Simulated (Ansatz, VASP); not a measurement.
# Bi2Se3 in VASP and in Ansatz

```
Bi Se
1.0
     2.00935    1.16010    9.54533
    -2.00935    1.16010    9.54533
     0.00000   -2.32020    9.54533
Bi Se
2 3
Direct
  0.40080 0.40080 0.40080
  0.59920 0.59920 0.59920
  0.00000 0.00000 0.00000
  0.21170 0.21170 0.21170
  0.78830 0.78830 0.78830
```

Change from the starting cell: equal xx and yy strain of -3 %, crystal datasets.

Alike in both runs: task electric field gradients; functional PBE; k mesh 6 × 6 × 6; occupations fermi-dirac, width 0.03 eV; no spin polarisation.

|  | VASP | Ansatz |
| --- | --- | --- |
| version | VASP 6.6.1 | Ansatz 0.2.0 |
| potentials or method | VASP PAW PBE potentials, release 64 (Bi_d, Se), cutoff 520 eV | all-electron PAW with datasets made for the crystal, scalar-relativistic |

```tsv
	VASP	Ansatz	Ansatz less VASP
pressure (GPa)	7.3	7.2	-0.03
traceless stress, the component that is largest in VASP (GPa)	-0.83	-0.84	-0.004
rms of the force components (eV/Å)	0.288	0.280	-0.0074
size of Vzz on the site where it differs most (V/Å²)	13.1	5.9	-7.18
```

Atom by atom the forces differ by 0.007 eV/Å (rms over components). Ansatz ran all-electron here, and VASP with PAW potentials.

Neither program's run includes spin-orbit coupling.
